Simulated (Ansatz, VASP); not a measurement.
## As in VASP and in Ansatz

```xyz
2
Lattice="4.5664 0.0000 0.0000 -2.2832 3.9546 0.0000 0.0000 0.0000 2.8300" Properties=species:S:1:pos:R:3 pbc="T T T"
As    2.2832    1.3182    1.4150
As    0.0000    2.6364    1.4150
```

Alike in both runs: functional PBE; k mesh 12 × 12 × 20; occupations gaussian, width 0.1 eV; no spin polarisation.

Ansatz relaxed the structure, and its values are those at the end. VASP's run is a single point on that final structure, the one shown.

```csv
,VASP,Ansatz
version,VASP 6.6.1,Ansatz 0.2.0
potentials or method,"VASP PAW PBE potentials, release 64 (As), cutoff 520 eV","scalar-relativistic, plane waves, PAW"
valence electrons in the cell,10,30
```

```tsv
	VASP	Ansatz	Ansatz less VASP
gap on the k mesh at the Fermi level (eV)	none	none	-
pressure (GPa)	0.1	0.0	-0.12
```

A gap of «none» marks a metal or a gap that the smearing closes. The functional is the same, so the differences come from potentials, cutoffs and numerics. VASP's potentials hold 10 valence electrons a cell and Ansatz's 30, so a difference there can come from the potentials and not from the codes.
